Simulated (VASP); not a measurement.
# W (Im-3m) in VASP: relaxation of cell and atoms with PBE

Aim: the relaxation of cell and atoms of W with PBE.

Program: VASP 6.6.1. These are calculated values, not measurements. Logs are shortened: lines on timing, memory, paths and dates and some standing lists are left out, and cuts for length are marked.

## Step 1: The cell of the first run

The structure is cubic, space group Im-3m (No. 229). Conventional cell: a = 3.180 Å, b = 3.180 Å, c = 3.180 Å, α = 90.00°, β = 90.00°, γ = 90.00°. W (site symmetry m-3m) has 14 W at 2.75 to 3.18 Å within 3.6 Å.

## Step 2: Relaxation of cell and atoms, PBE

The input, INCAR:

```
  PREC = Accurate
  ENCUT = 600
  EDIFF = 1E-6
  ISMEAR = 0
  SIGMA = 0.1
  LREAL = F
  LASPH = T
  NELM = 80
  ALGO = Fast
  ISIF = 3
  LWAVE = F
  LCHARG = F
  GGA = PE
  IBRION = 2
  NSW = 80
  EDIFFG = -0.005
```

The input, KPOINTS:

```
Automatic mesh
0
Gamma
  48 48 48
```

The input, POSCAR:

```
W
1.0
   -1.5900000000      1.5900000000      1.5900000000
    1.5900000000     -1.5900000000      1.5900000000
    1.5900000000      1.5900000000     -1.5900000000
W
1
Direct
    0.0000000000      0.0000000000      0.0000000000
```

Potentials or basis: VASP PAW PBE potentials, release 64 (W_sv).

Run with:

```console
$ cat potpaw_PBE.64/W_sv/POTCAR > POTCAR
$ mpirun -np 1 vasp_std > vasp.out
```

OUTCAR:

```text
PREC = Accurate
   ENCUT = 600
   EDIFF = 1E-6
   ISMEAR = 0
   LREAL = F
   LASPH = T
   NELM = 80
   ISIF = 3
   GGA = PE
   IBRION = 2
   NSW = 80
   EDIFFG = -0.005

 ion  position               nearest neighbor table
   1  0.000  0.000  0.000-

  LATTYP: Found a body centered cubic cell.
 ALAT       =     3.1800000000

  Lattice vectors:

 A1 = (  -1.5900000000,   1.5900000000,   1.5900000000)
 A2 = (   1.5900000000,  -1.5900000000,   1.5900000000)
 A3 = (   1.5900000000,   1.5900000000,  -1.5900000000)

Analysis of symmetry for initial positions (statically):
=====================================================================
 Subroutine PRICEL returns:
 Original cell was already a primitive cell.

 Routine SETGRP: Setting up the symmetry group for a
 body centered cubic supercell.

 Subroutine GETGRP returns: Found 48 space group operations
 (whereof 48 operations were pure point group operations)
 out of a pool of 48 trial point group operations.

The static configuration has the point symmetry O_h .

Analysis of symmetry for dynamics (positions and initial velocities):
=====================================================================
 Subroutine PRICEL returns:
 Original cell was already a primitive cell.

 Routine SETGRP: Setting up the symmetry group for a
 body centered cubic supercell.

 Subroutine GETGRP returns: Found 48 space group operations
 (whereof 48 operations were pure point group operations)
 out of a pool of 48 trial point group operations.

The dynamic configuration has the point symmetry O_h .

 Subroutine INISYM returns: Found 48 space group operations
 (whereof 48 operations are pure point group operations),
 and found     1 'primitive' translations

----------------------------------------------------------------------------------------

                                     Primitive cell

  volume of cell :      16.0787

  direct lattice vectors                    reciprocal lattice vectors
    -1.590000000  1.590000000  1.590000000     0.000000000  0.314465409  0.314465409
     1.590000000 -1.590000000  1.590000000     0.314465409  0.000000000  0.314465409
     1.590000000  1.590000000 -1.590000000     0.314465409  0.314465409  0.000000000

  length of vectors
     2.753960784  2.753960784  2.753960784     0.444721246  0.444721246  0.444721246

  position of ions in fractional coordinates (direct lattice)
     0.000000000  0.000000000  0.000000000

  ion indices of the primitive-cell ions
   primitive index   ion index
                 1           1

----------------------------------------------------------------------------------------

 KPOINTS: Automatic mesh

Automatic generation of k-mesh.
 Grid dimensions read from file:
 generate k-points for:   48   48   48

 Generating k-lattice:

  Cartesian coordinates                     Fractional coordinates (reciprocal lattice)
     0.000000000  0.006551363  0.006551363     0.020833333  0.000000000  0.000000000
     0.006551363  0.000000000  0.006551363     0.000000000  0.020833333  0.000000000
     0.006551363  0.006551363  0.000000000     0.000000000  0.000000000  0.020833333

  Length of vectors
     0.009265026  0.009265026  0.009265026

  Shift w.r.t. Gamma in fractional coordinates (k-lattice)
     0.000000000  0.000000000  0.000000000

 Subroutine IBZKPT returns following result:
 ===========================================

 Found   2769 irreducible k-points:

 Following reciprocal coordinates:
            Coordinates               Weight
  0.000000  0.000000  0.000000      1.000000
  0.020833  0.000000  0.000000     12.000000
  0.041667  0.000000  0.000000     12.000000
  0.062500  0.000000  0.000000     12.000000
  0.083333  0.000000  0.000000     12.000000
  0.104167  0.000000  0.000000     12.000000
[... 16 lines left out ...]
  0.458333  0.000000  0.000000     12.000000
  0.479167  0.000000  0.000000     12.000000
 [... further k-points ...]
   k-points           NKPTS =   2769   k-points in BZ     NKDIM =   2769   number of bands    NBANDS=     11
   number of dos      NEDOS =    301   number of ions     NIONS =      1
   total plane-waves  NPLWV =  13824
   dimension x,y,z NGX =    24 NGY =   24 NGZ =   24
   dimension x,y,z NGXF=    48 NGYF=   48 NGZF=   48
   ions per type =               1
   NGX,Y,Z   is equivalent  to a cutoff of  14.49, 14.49, 14.49 a.u.
   NGXF,Y,Z  is equivalent  to a cutoff of  28.98, 28.98, 28.98 a.u.
 SYSTEM =  unknown system
   PREC   = accura    normal or accurate (medium, high low for compatibility)
   ISTART =      0    job   : 0-new  1-cont  2-samecut
   ICHARG =      2    charge: 1-file 2-atom 10-const
   ISPIN  =      1    spin polarized calculation?
   LNONCOLLINEAR =      F non collinear calculations
   LSORBIT =      F    spin-orbit coupling
   LASPH  =      T    aspherical Exc in radial PAW
   ENCUT  =  600.0 eV  44.10 Ry    6.64 a.u.   5.50  5.50  5.50*2*pi/ulx,y,z
   NELM   =     80;   NELMIN=  2; NELMDL= -5     # of ELM steps
   EDIFF  = 0.1E-05   stopping-criterion for ELM
   LREAL  =      F    real-space projection
   EDIFFG = -.5E-02   stopping-criterion for IOM
   NSW    =     80    number of steps for IOM
   IBRION =      2    ionic relax: 0-MD 1-quasi-New 2-CG
   NFREE  =      1    steps in history (QN), initial steepest desc. (CG)
   ISIF   =      3    stress and relaxation
   ISYM   =      2    0-nonsym 1-usesym 2-fastsym
   POTIM  = 0.5000    time-step for ionic-motion
   TEBEG  =    0.0;   TEEND  =   0.0 temperature during run
   PSTRESS=    0.0 pullay stress
   NELECT =      14.0000    total number of electrons
   NUPDOWN=      -1.0000    fix difference up-down
   EMIN   =  10.00;   EMAX   =-10.00  energy-range for DOS
   EFERMI =   0.00;   METHOD = LEGACY
   ISMEAR =     0;   SIGMA  =   0.10  broadening in eV -4-tet -1-fermi 0-gaus
   EFERMI_NEDOS =   21; number of points for ismear=-14 and -15
   IALGO  =     68    algorithm
   IMIX   =      4    mixing-type and parameters
     AMIX     =   0.40;   BMIX     =  1.00
     AMIX_MAG =   1.60;   BMIX_MAG =  1.00
  volume/ion in A,a.u.               =      16.08       108.50
  Fermi-wavevector in a.u.,A,eV,Ry     =   1.563269  2.954150 33.250054  2.443810
  Thomas-Fermi vector in A             =   2.666065
   LORBIT       =      0    0 simple, 1 ext, 2 COOP (PROOUT), +10 PAW based schemes
   GGA     = PE    functional components
   LHFCALC =     F    Hartree Fock is set to
   AEXX    =    0.0000 exact exchange contribution
   IVDW    =     0    specifies the selected vdW correction
   LEPSILON=     F    determine dielectric tensor
   LRPA    =     F    only Hartree local field effects (RPA)
 conjugate gradient relaxation of ions
 non-spin polarized calculation
 RMM-DIIS sequential band-by-band and
 Gauss-broadening in eV      SIGMA  =   0.10
  energy-cutoff  :      600.00
  volume of cell :       16.08
 maximum number of plane-waves:       557
 NGX is ok and might be reduce to    24
   NGX = 11   NGY = 11   NGZ = 11

--------------------------------------- Ionic step        1  -------------------------------------------

 number of electron      14.0000002 magnetization

 Free energy of the ion-electron system (eV)
  ---------------------------------------------------
  ext. energy  EPLUGINS =         0.00000000
  ---------------------------------------------------
  free energy    TOTEN  =       -12.95590450 eV

  energy without entropy =      -12.95369402  energy(sigma->0) =      -12.95479926

------------------------ aborting loop because EDIFF is reached ----------------------------------------

  FORCE on cell =-STRESS in cart. coord.  units (eV):
  Direction    XX          YY          ZZ          XY          YZ          ZX
  --------------------------------------------------------------------------------------
  -------------------------------------------------------------------------------------
  Total        0.1629897      0.1629897      0.1629897     -0.0000000      0.0000000      0.0000000
  in kB       16.2412484     16.2412484     16.2412484     -0.0000000      0.0000000      0.0000000
  external PRESSURE =      16.2412484 kB  Pullay stress =       0.0000000 kB

 VOLUME and BASIS-vectors are now :
 -----------------------------------------------------------------------------
  energy-cutoff  :      600.00
  volume of cell :       16.08
      direct lattice vectors                 reciprocal lattice vectors
    -1.590000000  1.590000000  1.590000000     0.000000000  0.314465409  0.314465409
     1.590000000 -1.590000000  1.590000000     0.314465409  0.000000000  0.314465409
     1.590000000  1.590000000 -1.590000000     0.314465409  0.314465409  0.000000000
[... 36 lines left out ...]
 POSITION                                       TOTAL-FORCE (eV/Angst)
 -----------------------------------------------------------------------------------
      1.60250      1.60250     -1.60250        -0.000000      0.000000      0.000000
 -----------------------------------------------------------------------------------
    total drift:                                0.000000      0.000000     -0.000000

  FREE ENERGIE OF THE ION-ELECTRON SYSTEM (eV)
  ---------------------------------------------------
  free  energy   TOTEN  =       -12.9512814705 eV

  energy  without entropy=      -12.9490800776  energy(sigma->0) =      -12.95018077

--------------------------------------- Ionic step        3  -------------------------------------------

 number of electron      14.0000002 magnetization

 Free energy of the ion-electron system (eV)
  ---------------------------------------------------
  ext. energy  EPLUGINS =         0.00000000
  ---------------------------------------------------
  free energy    TOTEN  =       -12.95633074 eV

  energy without entropy =      -12.95412031  energy(sigma->0) =      -12.95522553

 E-fermi :  11.1826     XC(G=0): -13.5310

 val. band max:       11.1813510130   @ k =  -0.3125   0.3333   0.2083
 cond. band min:      11.1826517450   @ k =  -0.2292   0.3333   0.1250
 fundamental gap:      0.0013007320
 Fermi energy:        11.1826457732

 k-point     1 :       0.0000    0.0000    0.0000
  band No.  band energies     occupation
      1     -63.0484      2.00000
      2     -26.6381      2.00000
      3     -26.6381      2.00000
      4     -26.6381      2.00000
      5       1.6347      2.00000
      6       9.9654      2.00000
      7       9.9654      2.00000
      8       9.9654      2.00000
      9      13.3778      0.00000
     10      13.3778      0.00000
     11      25.6363      0.00000

 k-point     2 :       0.0208    0.0000    0.0000
  band No.  band energies     occupation
      1     -63.0479      2.00000
      2     -26.6437      2.00000
      3     -26.6398      2.00000
      4     -26.6381      2.00000
      5       1.6555      2.00000
      6       9.9527      2.00000
      7       9.9630      2.00000
      8       9.9853      2.00000
      9      13.3563      0.00000
     10      13.3779      0.00000
     11      25.6678      0.00000
[... 295 lines left out ...]
 k-point    24 :       0.4792    0.0000    0.0000
  band No.  band energies     occupation
      1     -62.9260      2.00000
      2     -27.8403      2.00000
      3     -27.0309      2.00000
      4     -26.6442      2.00000
      5       5.0147      2.00000
      6       7.6950      2.00000
      7      11.7043      0.00000
      8      13.2766      0.00000
      9      14.2065      0.00000
     10      17.0789      0.00000
     11      22.6310      0.00000

 [... further k-points ...]

------------------------ aborting loop because EDIFF is reached ----------------------------------------

  FORCE on cell =-STRESS in cart. coord.  units (eV):
  Direction    XX          YY          ZZ          XY          YZ          ZX
  --------------------------------------------------------------------------------------
  -------------------------------------------------------------------------------------
  Total        0.0015495      0.0015495      0.0015495     -0.0000000     -0.0000000      0.0000000
  in kB        0.1535900      0.1535900      0.1535900     -0.0000000     -0.0000000      0.0000000
  external PRESSURE =       0.1535900 kB  Pullay stress =       0.0000000 kB

 VOLUME and BASIS-vectors are now :
 -----------------------------------------------------------------------------
  energy-cutoff  :      600.00
  volume of cell :       16.16
      direct lattice vectors                 reciprocal lattice vectors
    -1.592788839  1.592788839  1.592788839     0.000000000  0.313914806  0.313914806
     1.592788839 -1.592788839  1.592788839     0.313914806  0.000000000  0.313914806
     1.592788839  1.592788839 -1.592788839     0.313914806  0.313914806  0.000000000

 POSITION                                       TOTAL-FORCE (eV/Angst)
 -----------------------------------------------------------------------------------
      0.00000     -0.00000      0.00000        -0.000000      0.000000     -0.000000
 -----------------------------------------------------------------------------------
    total drift:                                0.000000      0.000000     -0.000000

  FREE ENERGIE OF THE ION-ELECTRON SYSTEM (eV)
  ---------------------------------------------------
  free  energy   TOTEN  =       -12.9563307426 eV

  energy  without entropy=      -12.9541203120  energy(sigma->0) =      -12.95522553

 reached required accuracy - stopping structural energy minimisation
```

Run time: 11 min. Hardware: 1 thread of Intel Xeon 6975P-C (Granite Rapids), shared host; peak memory 0.7 GiB.

Results:

```
Free energy                            : -12.9563 eV
Relaxed volume                         : 16.16 Å³/atom
Relaxed cell                           : a = 2.759 Å, b = 2.759 Å, c = 2.759 Å, α = 109.47°, β = 109.47°, γ = 109.47°
Space group after relaxing (to 0.05 Å) : Im-3m (No. 229)
Energy gained by relaxing              : 0.4 meV/atom
Ionic steps                            : 3
Pressure after relaxing                : 0.0 GPa
Band gap on the k mesh                 : zero (band 7 reaches 16.19 eV, above the bottom of band 8 at 9.97 eV)
```

The path:
```tsv
step	energy change (eV)	largest force (eV/Å)	pressure (GPa)	volume (Å³)
1	0.0000	0.0000	1.62	16.08
2	0.0046	0.0000	-5.31	16.46
3	-0.0004	0.0000	0.02	16.16
```

Final structure:
```
W
1.0
    -1.59279    1.59279    1.59279
     1.59279   -1.59279    1.59279
     1.59279    1.59279   -1.59279
W
1
Cartesian
  0.0000 0.0000 0.0000
```

Caveat: spin-orbit coupling is left out, which moves the levels of the heavy elements.
